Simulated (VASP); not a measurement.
**NaBe4: single point with PBE**

NaBe4:

```xyz
5
Lattice="3.8588 0.0000 0.0000 0.0000 3.8588 0.0000 0.0000 0.0000 4.2426" Properties=species:S:1:pos:R:3 pbc="T T T"
Na    1.9294    1.9294    2.1213
Be    1.9294    0.0000    0.0000
Be    0.0000    0.0000    0.9947
Be    0.0000    1.9294    0.0000
Be    0.0000    0.0000    3.2480
```

- Program: VASP 6.6.1
- Task: single point
- Functional: PBE
- Potentials or basis: VASP PAW PBE potentials, release 64 (Na_pv, Be)
- Cutoff: 520 eV
- k mesh: 10 × 10 × 10
- Occupations: gaussian, width 0.1 eV
- Spin: no spin polarisation

| Item | Value |
| --- | --- |
| Pressure | 0.1 GPa |
| Largest force | 0.013 eV/Å |

Forces on the atoms (eV/Å):
```
Na   0.000  0.000  0.000
Be   0.000  0.000  0.000
Be   0.000  0.000  0.013
Be   0.000  0.000  0.000
Be   0.000  0.000 -0.013
```

Levels at points of the mesh, in eV from the Fermi level:
| k point | band 3 | band 4 | band 5 | band 6 | band 7 | band 8 | band 9 | band 10 | band 11 | band 12 |
| --- | --- | --- | --- | --- | --- | --- | --- | --- | --- | --- |
| (0.00, 0.00, 0.00) | -23.11 | -7.81 | -1.51 | -1.51 | -1.17 | -0.62 | 2.56 | 3.42 | 5.78 | 6.59 |
| (0.50, 0.00, 0.00) | -23.10 | -6.39 | -5.14 | -0.62 | -0.54 | 1.07 | 1.15 | 3.30 | 3.61 | 4.41 |
| (0.50, 0.50, 0.00) | -23.12 | -5.37 | -3.59 | -3.59 | -1.93 | -0.08 | 1.53 | 1.53 | 5.23 | 6.83 |
| (0.00, 0.00, 0.50) | -23.11 | -6.90 | -4.87 | -0.95 | -0.95 | 3.39 | 3.45 | 3.47 | 3.47 | 4.07 |
| (0.50, 0.00, 0.50) | -23.10 | -5.78 | -4.14 | -3.24 | -1.94 | 0.16 | 3.56 | 4.02 | 4.33 | 4.89 |
| (0.50, 0.50, 0.50) | -23.12 | -4.96 | -2.60 | -2.60 | -1.56 | -1.36 | -1.05 | -1.05 | 4.47 | 9.45 |

It took 100 s on 1 thread of Intel(R) Xeon(R) Platinum 8259CL CPU @ 2.50GHz (Skylake/Cascade Lake) (shared host), peak memory 0.24 GiB.
